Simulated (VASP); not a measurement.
Wanted: the native input for a VASP 6.6.1 run.

```
Task                   : single point
Functional             : LDA
Potentials or basis    : VASP PAW LDA potentials, release 64 (Li_sv, Pb_d)
Cutoff                 : 520 eV
k mesh                 : 16 × 16 × 16
Occupations            : gaussian, width 0.15 eV
Spin                   : no spin polarisation
Dipole correction      : no
Further INCAR settings : ALGO = Fast; EDIFF = 1e-06; NBANDS = 16
```

The structure of LiPb lies in POSCAR:

```
LiPb
1.0
    3.2270688720      0.0000000000      0.0000000000
    0.0000000000      3.2270688720      0.0000000000
    0.0000000000      0.0000000000      4.1951895335
Li Pb
1 1
Direct
    0.5000000000      0.5000000000      0.5000000000
    0.0000000000      0.0000000000      0.0000000000
```

This cell differs from its parent crystal: ratio of the length along z to the lengths across it x 1.3, volume and fractional coordinates fixed.

One way to write it, as run:

INCAR

```
SYSTEM = LiPb
PREC     = Accurate       ! precision mode
ENCUT    = 520            ! plane-wave cutoff, eV
EDIFF    = 1E-6           ! SCF threshold, eV
ISMEAR   = 0              ! smearing method
SIGMA    = 0.15           ! smearing width, eV
LREAL    = .False.        ! projectors in reciprocal space
LASPH    = .True.         ! aspherical terms in the spheres
NELM     = 60             ! most SCF steps
ALGO     = Fast           ! electronic algorithm
ISIF     = 2              ! what is computed and relaxed
LWAVE    = .False.        ! write WAVECAR
LCHARG   = .False.        ! write CHGCAR
NBANDS   = 16             ! bands
```

KPOINTS

```
Automatic mesh
0
Gamma
  16 16 16
  0 0 0
```

Potentials or basis: VASP PAW LDA potentials, release 64 (Li_sv, Pb_d).

Launch:

```console
$ cat potpaw_LDA.64/Li_sv/POTCAR potpaw_LDA.64/Pb_d/POTCAR > POTCAR
$ mpirun -np 1 vasp_std > vasp.out
```

Wall time 87 s on 1 thread of Intel(R) Xeon(R) 6975P-C (Granite Rapids), on a shared host, peak memory 0.35 GiB.
